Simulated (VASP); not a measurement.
# K (I4/mmm) in VASP: a series of runs

Runs on K. Level: PBEsol. Tasks: single point.

Everything below comes from runs of VASP 6.6.1. Logs are shortened: lines on timing, memory, paths and dates and some standing lists are left out, and cuts for length are marked.

## (1) The cell of the first run

The structure is tetragonal, space group I4/mmm (No. 139). Conventional cell: a = 5.878 Å, b = 5.878 Å, c = 4.155 Å, α = 90.00°, β = 90.00°, γ = 90.00°. K (site symmetry 4/mmm) has 10 K at 4.16 to 4.65 Å within 5.5 Å.

## (2) Single point, PBEsol

INCAR reads:

```
ALGO = Normal
EDIFF = 1E-6
ENCUT = 520
GGA = PS
ISIF = 2
ISMEAR = 0
LASPH = T
LCHARG = F
LREAL = F
LWAVE = F
NBANDS = 10
NELM = 100
PREC = Accurate
SIGMA = 0.15
```

KPOINTS reads:

```
k-points
0
Gamma
  14 14 14
```

POSCAR reads:

```
K
1.0
   -2.9387535784      2.9387535784      2.0776987799
    2.9387535784     -2.9387535784      2.0776987799
    2.9387535784      2.9387535784     -2.0776987799
K
1
Direct
    0.0000000000      0.0000000000      0.0000000000
```

Potentials or basis: VASP PAW PBE potentials, release 64 (K_sv).

Started as:

```bash
$ cat potpaw_PBE.64/K_sv/POTCAR > POTCAR
$ mpirun -np 1 vasp_std > vasp.out
```

OUTCAR:

```text
EDIFF = 1E-6
   ENCUT = 520
   GGA = PS
   ISIF = 2
   ISMEAR = 0
   LASPH = T
   LREAL = F
   NELM = 100
   PREC = Accurate

 ion  position               nearest neighbor table
   1  0.000  0.000  0.000-

  LATTYP: Found a body centered tetragonal cell.
 ALAT       =     5.8775071568
 C/A-ratio  =     0.7070000000

  Lattice vectors:

 A1 = (  -2.9387535784,   2.9387535784,   2.0776987799)
 A2 = (   2.9387535784,  -2.9387535784,   2.0776987799)
 A3 = (   2.9387535784,   2.9387535784,  -2.0776987799)

Analysis of symmetry for initial positions (statically):
=====================================================================
 Subroutine PRICEL returns:
 Original cell was already a primitive cell.

 Routine SETGRP: Setting up the symmetry group for a
 body centered tetragonal supercell.

 Subroutine GETGRP returns: Found 16 space group operations
 (whereof 16 operations were pure point group operations)
 out of a pool of 16 trial point group operations.

The static configuration has the point symmetry D_4h.

Analysis of symmetry for dynamics (positions and initial velocities):
=====================================================================
 Subroutine PRICEL returns:
 Original cell was already a primitive cell.

 Routine SETGRP: Setting up the symmetry group for a
 body centered tetragonal supercell.

 Subroutine GETGRP returns: Found 16 space group operations
 (whereof 16 operations were pure point group operations)
 out of a pool of 16 trial point group operations.

The dynamic configuration has the point symmetry D_4h.

 Subroutine INISYM returns: Found 16 space group operations
 (whereof 16 operations are pure point group operations),
 and found     1 'primitive' translations

----------------------------------------------------------------------------------------

                                     Primitive cell

  volume of cell :      71.7743

  direct lattice vectors                    reciprocal lattice vectors
    -2.938753578  2.938753578  2.077698780     0.000000000  0.170140159  0.240650861
     2.938753578 -2.938753578  2.077698780     0.170140159  0.000000000  0.240650861
     2.938753578  2.938753578 -2.077698780     0.170140159  0.170140159  0.000000000

  length of vectors
     4.646437066  4.646437066  4.646437066     0.294721072  0.294721072  0.240614520

  position of ions in fractional coordinates (direct lattice)
     0.000000000  0.000000000  0.000000000

  ion indices of the primitive-cell ions
   primitive index   ion index
[... 73 lines left out ...]
   EDIFF  = 0.1E-05   stopping-criterion for ELM
   LREAL  =      F    real-space projection
   EDIFFG = 0.1E-04   stopping-criterion for IOM
   NSW    =      0    number of steps for IOM
   IBRION =     -1    ionic relax: 0-MD 1-quasi-New 2-CG
   NFREE  =      0    steps in history (QN), initial steepest desc. (CG)
   ISIF   =      2    stress and relaxation
   ISYM   =      2    0-nonsym 1-usesym 2-fastsym
   POTIM  = 0.5000    time-step for ionic-motion
   TEBEG  =    0.0;   TEEND  =   0.0 temperature during run
   PSTRESS=    0.0 pullay stress
   NELECT =       9.0000    total number of electrons
   NUPDOWN=      -1.0000    fix difference up-down
   EMIN   =  10.00;   EMAX   =-10.00  energy-range for DOS
   EFERMI =   0.00;   METHOD = LEGACY
   ISMEAR =     0;   SIGMA  =   0.15  broadening in eV -4-tet -1-fermi 0-gaus
   EFERMI_NEDOS =   21; number of points for ismear=-14 and -15
   IALGO  =     38    algorithm
   IMIX   =      4    mixing-type and parameters
     AMIX     =   0.40;   BMIX     =  1.00
     AMIX_MAG =   1.60;   BMIX_MAG =  1.00
  volume/ion in A,a.u.               =      71.77       484.36
  Fermi-wavevector in a.u.,A,eV,Ry     =   0.819406  1.548454  9.135317  0.671427
  Thomas-Fermi vector in A             =   1.930206
   LORBIT       =      0    0 simple, 1 ext, 2 COOP (PROOUT), +10 PAW based schemes
   GGA     = PS    functional components
   LHFCALC =     F    Hartree Fock is set to
   AEXX    =    0.0000 exact exchange contribution
   IVDW    =     0    specifies the selected vdW correction
   LEPSILON=     F    determine dielectric tensor
   LRPA    =     F    only Hartree local field effects (RPA)
 non-spin polarized calculation
 Gauss-broadening in eV      SIGMA  =   0.15
  energy-cutoff  :      520.00
  volume of cell :       71.77
 maximum number of plane-waves:      1960
   NGX = 17   NGY = 17   NGZ = 17

 number of electron       9.0000001 magnetization

 Free energy of the ion-electron system (eV)
  ---------------------------------------------------
  ext. energy  EPLUGINS =         0.00000000
  ---------------------------------------------------
  free energy    TOTEN  =        -1.09507922 eV

  energy without entropy =       -1.08747929  energy(sigma->0) =       -1.09127925

 E-fermi :  -0.0998     XC(G=0):  -5.7536

 val. band max:       -0.1260423012   @ k =   0.5000   0.5000   0.0714
 cond. band min:      -0.0926433614   @ k =   0.5000   0.1429   0.0714
 fundamental gap:      0.0333989398
 Fermi energy:        -0.0997848963

 k-point     1 :       0.0000    0.0000    0.0000
  band No.  band energies     occupation
      1     -32.1411      2.00000
      2     -15.6473      2.00000
      3     -15.6473      2.00000
      4     -15.6341      2.00000
      5      -2.3027      2.00000
      6       3.1112      0.00000
      7       3.8733      0.00000
      8       5.2252      0.00000
      9       5.2252      0.00000
     10       5.9505      0.00000
[... 287 lines left out ...]
 k-point    24 :       0.2857    0.1429   -0.0000
  band No.  band energies     occupation
      1     -32.1320      2.00000
      2     -15.7591      2.00000
      3     -15.6596      2.00000
      4     -15.6564      2.00000
      5      -0.1495      1.36071
      6       2.1553      0.00000
      7       2.5834      0.00000
      8       4.5408      0.00000
      9       4.7946      0.00000
     10       5.8892      0.00000

 [... further k-points ...]
[... 5 lines left out ...]
  --------------------------------------------------------------------------------------
  -------------------------------------------------------------------------------------
  Total       -0.1458364     -0.1458364      0.3799419      0.0000000     -0.0000000      0.0000000
  in kB       -3.2554233     -3.2554233      8.4812293      0.0000000     -0.0000000      0.0000000
  external PRESSURE =       0.6567943 kB  Pullay stress =       0.0000000 kB

 VOLUME and BASIS-vectors are now :
 -----------------------------------------------------------------------------
  energy-cutoff  :      520.00
  volume of cell :       71.77
      direct lattice vectors                 reciprocal lattice vectors
    -2.938753578  2.938753578  2.077698780     0.000000000  0.170140159  0.240650861
     2.938753578 -2.938753578  2.077698780     0.170140159  0.000000000  0.240650861
     2.938753578  2.938753578 -2.077698780     0.170140159  0.170140159  0.000000000

 POSITION                                       TOTAL-FORCE (eV/Angst)
 -----------------------------------------------------------------------------------
      0.00000      0.00000      0.00000        -0.000000      0.000000      0.000000
 -----------------------------------------------------------------------------------
    total drift:                               -0.000000     -0.000000      0.000000

  FREE ENERGIE OF THE ION-ELECTRON SYSTEM (eV)
  ---------------------------------------------------
  free  energy   TOTEN  =        -1.0950792183 eV

  energy  without entropy=       -1.0874792885  energy(sigma->0) =       -1.09127925
```

stdout:

```text
POSCAR found type information on POSCAR K
 POSCAR found :  1 types and       1 ions
 scaLAPACK will be used
 -----------------------------------------------------------------------------
|                                                                             |
|                                                                             |
|     You enforced a specific xc type in the INCAR file but a different       |
|     I HOPE YOU KNOW WHAT YOU ARE DOING!                                     |
|                                                                             |
 -----------------------------------------------------------------------------

 LDA part: xc-table for (Slater+PW92), standard interpolation
 POSCAR, INCAR and KPOINTS ok, starting setup
 FFT: planning ... GRIDC
 FFT: planning ... GRID_SOFT
 FFT: planning ... GRID
 WAVECAR not read
 entering main loop
```

Run time: 84 s. Hardware: 1 thread of AMD EPYC 9R45 (Zen 5), shared host; peak memory 0.28 GiB.

Results:

| Quantity | Value |
| --- | --- |
| Free energy | -1.0951 eV |
| Pressure | 0.1 GPa |

Stress tensor (GPa, compression positive):
```
-0.33  0.00  0.00
 0.00 -0.33  0.00
 0.00  0.00  0.85
```

Caveat: the PAW data sets were made with another functional, which shifts forces and pressure a little.

## (3) Single point, PBEsol

This run uses another cell than the first one, of the same volume but with other edges.

INCAR reads:

```
SYSTEM = K
PREC = Accurate
ENCUT = 520
EDIFF = 1E-7
ISMEAR = 0
SIGMA = 0.15
LREAL = .False.
LASPH = .True.
NELM = 100
ALGO = Normal
ISIF = 2
LWAVE = .False.
LCHARG = .True.
GGA = PS
LELF = .True.
LVHAR = .True.
NBANDS = 10
```

KPOINTS reads:

```
Automatic mesh
0
Gamma
  14 14 14
  0 0 0
```

POSCAR reads:

```
K
1.0
   -2.5757668083      2.5757668083      2.7045551488
    2.5757668083     -2.5757668083      2.7045551488
    2.5757668083      2.5757668083     -2.7045551488
K
1
Direct
    0.0000000000      0.0000000000      0.0000000000
```

Potentials or basis: VASP PAW PBE potentials, release 64 (K_sv).

Started as:

```bash
$ cat potpaw_PBE.64/K_sv/POTCAR > POTCAR
$ mpirun -np 1 vasp_std > vasp.out
```

Wall time 1.7 min (1 thread of AMD EPYC 9R45 (Zen 5), shared host); peak memory 0.28 GiB.

Results (log left out):

```yaml
Free_energy: -1.1374 eV
Pressure: -0.1 GPa
```

Levels at points of the mesh, in eV from the Fermi level:
| k point | band 1 | band 2 | band 3 | band 4 | band 5 | band 6 | band 7 | band 8 | band 9 |
| --- | --- | --- | --- | --- | --- | --- | --- | --- | --- |
| (0.00, 0.00, 0.00) | -31.98 | -15.49 | -15.49 | -15.49 | -2.19 | 4.25 | 4.25 | 4.49 | 5.09 |
| (0.50, 0.00, 0.00) | -31.97 | -15.56 | -15.51 | -15.49 | 0.41 | 0.66 | 3.27 | 4.85 | 5.77 |
| (0.50, 0.50, 0.00) | -31.97 | -15.56 | -15.51 | -15.49 | 0.51 | 0.78 | 3.00 | 5.05 | 5.82 |
| (0.50, 0.50, 0.50) | -31.97 | -15.54 | -15.54 | -15.54 | 1.58 | 1.75 | 3.17 | 3.72 | 3.72 |

Caveat: the PAW data sets were made with another functional, which shifts forces and pressure a little.

## (4) Single point, PBEsol

This run uses another cell than the first one, of the same volume but with other edges.

INCAR reads:

```
PREC     = Accurate       # precision mode
ENCUT    = 520            # plane-wave cutoff, eV
EDIFF    = 1E-6           # SCF threshold, eV
ISMEAR   = 0              # smearing method
SIGMA    = 0.15           # smearing width, eV
LREAL    = F              # projectors in reciprocal space
LASPH    = T              # aspherical terms in the spheres
NELM     = 100            # most SCF steps
ALGO     = Normal         # electronic algorithm
ISIF     = 2              # what is computed and relaxed
LWAVE    = F              # write WAVECAR
LCHARG   = F              # write CHGCAR
GGA      = PS             # functional
NBANDS   = 10             # bands
```

KPOINTS reads:

```
regular mesh
0
Gamma
  14 14 14
```

POSCAR reads:

```
K
1.0
   -2.6538674707      2.6538674707      2.5477127719
    2.6538674707     -2.6538674707      2.5477127719
    2.6538674707      2.6538674707     -2.5477127719
K
1
Direct
    0.0000000000      0.0000000000      0.0000000000
```

Started as:

```bash
$ cat potpaw_PBE.64/K_sv/POTCAR > POTCAR
$ mpirun -np 1 vasp_std > vasp.out
```

Wall time 86 s (1 thread of AMD EPYC 9R45 (Zen 5), shared host); peak memory 0.28 GiB.

Results (log left out):

| Quantity | Value |
| --- | --- |
| Free energy | -1.1374 eV |
| Pressure | -0.1 GPa |

Levels at points of the mesh, in eV from the Fermi level:
| k point | band 2 | band 3 | band 4 | band 5 | band 6 | band 7 | band 8 | band 9 |
| --- | --- | --- | --- | --- | --- | --- | --- | --- |
| (0.00, 0.00, 0.00) | -15.49 | -15.49 | -15.49 | -2.19 | 4.18 | 4.40 | 4.40 | 5.11 |
| (0.50, 0.00, 0.00) | -15.56 | -15.51 | -15.49 | 0.47 | 0.74 | 3.10 | 4.96 | 5.86 |
| (0.50, 0.50, 0.00) | -15.56 | -15.51 | -15.48 | 0.38 | 0.63 | 3.33 | 4.83 | 5.70 |
| (0.50, 0.50, 0.50) | -15.54 | -15.54 | -15.54 | 1.60 | 1.73 | 3.38 | 3.38 | 3.85 |

Caveat: the PAW data sets were made with another functional, which shifts forces and pressure a little.

## (5) Single point, PBEsol

INCAR reads:

```
SYSTEM = K
PREC = Accurate
ENCUT = 520
EDIFF = 1E-6
ISMEAR = 0
SIGMA = 0.15
LREAL = .FALSE.
LASPH = .TRUE.
NELM = 100
ALGO = Normal
ISIF = 2
LWAVE = .FALSE.
LCHARG = .FALSE.
GGA = PS
NBANDS = 10
```

KPOINTS reads:

```
regular mesh
0
G
  14 14 14
  0 0 0
```

POSCAR reads:

```
K
1.0
   -2.7637367086      2.7637367086      2.3491762023
    2.7637367086     -2.7637367086      2.3491762023
    2.7637367086      2.7637367086     -2.3491762023
K
1
Direct
    0.0000000000      0.0000000000      0.0000000000
```

Started as:

```bash
$ cat potpaw_PBE.64/K_sv/POTCAR > POTCAR
$ mpirun -np 1 vasp_std > vasp.out
```

It took 83 s on 1 thread of AMD EPYC 9R45 (Zen 5), shared host; peak memory 0.28 GiB.

Results (log left out):

* Free energy: -1.1322 eV
* Pressure: 0.0 GPa

Stress tensor (GPa, compression positive):
```
-0.13  0.00  0.00
 0.00 -0.13  0.00
 0.00  0.00  0.16
```

Levels at points of the mesh, in eV from the Fermi level:
```
           k point  band 1  band 2  band 3  band 4  band 5  band 6  band 7  band 8
(0.00, 0.00, 0.00)  -31.99  -15.49  -15.49  -15.49   -2.20    3.79    4.66    4.69
(0.50, 0.00, 0.00)  -31.98  -15.57  -15.52  -15.50    0.58    0.88    2.90    4.94
(0.50, 0.50, 0.00)  -31.98  -15.57  -15.51  -15.49    0.20    0.44    3.88    4.52
(0.50, 0.50, 0.50)  -31.98  -15.55  -15.55  -15.53    1.42    1.84    2.94    2.94
```

Caveat: the PAW data sets were made with another functional, which shifts forces and pressure a little.

## (6) Single point, PBEsol

INCAR reads:

```
SYSTEM = K
ALGO = Fast
EDIFF = 1E-6
ENCUT = 520
GGA = PS
ISIF = 2
ISMEAR = 0
LASPH = .TRUE.
LCHARG = .FALSE.
LREAL = .FALSE.
LWAVE = .FALSE.
NBANDS = 10
NELM = 80
PREC = Accurate
SIGMA = 0.15
```

KPOINTS reads:

```
k-points
0
G
  14 14 14
  0 0 0
```

POSCAR reads:

```
K
1.0
   -2.4636323236      2.4636323236      2.9563587883
    2.4636323236     -2.4636323236      2.9563587883
    2.4636323236      2.4636323236     -2.9563587883
K
1
Direct
    0.0000000000      0.0000000000      0.0000000000
```

Potentials or basis: VASP PAW PBE potentials, release 64 (K_sv).

Started as:

```bash
$ cat potpaw_PBE.64/K_sv/POTCAR > POTCAR
$ mpirun -np 1 vasp_std > vasp.out
```

It took 2.2 min on 1 thread of Intel Xeon 6975P-C, shared host; peak memory 0.32 GiB.

The run converged. Its results:

| Property | Result |
| --- | --- |
| Free energy | -1.1370 eV |
| Pressure | 0.0 GPa |

Levels at points of the mesh, in eV from the Fermi level:
| k point | band 3 | band 4 | band 5 | band 6 | band 7 | band 8 |
| --- | --- | --- | --- | --- | --- | --- |
| (0.00, 0.00, 0.00) | -15.49 | -15.49 | -2.20 | 4.15 | 4.15 | 4.67 |
| (0.50, 0.00, 0.00) | -15.51 | -15.49 | 0.35 | 0.59 | 3.57 | 4.50 |
| (0.50, 0.50, 0.00) | -15.52 | -15.50 | 0.69 | 1.04 | 2.61 | 5.37 |
| (0.50, 0.50, 0.50) | -15.53 | -15.53 | 1.30 | 1.99 | 2.28 | 4.27 |

Caveat: the PAW data sets were made with another functional, which shifts forces and pressure a little.

## (7) Overview

```tsv
cell	gap on the mesh (eV)	pressure (GPa)
a = 4.646 Å, angles 101.5, 101.5, 126.9°, 1 atom	none	0.1
a = 4.537 Å, angles 110.8, 110.8, 106.8°, 1 atom	none	-0.1
a = 4.536 Å, angles 108.4, 108.4, 111.7°, 1 atom	none	-0.1
a = 4.560 Å, angles 105.4, 105.4, 118.0°, 1 atom	none	0.0
a = 4.569 Å, angles 114.7, 114.7, 99.4°, 1 atom	none	0.0
```

Alike in all rows: task single point; level PBEsol; potentials or basis VASP PAW PBE potentials, release 64 (K_sv); no spin polarisation; k mesh 14 × 14 × 14; cutoff (eV) 520; smearing gaussian 0.15 eV.

Caveats: the PAW data sets were made with another functional, which shifts forces and pressure a little.

Total energies depend on the potentials used, so only differences within one code and one set of settings carry meaning.
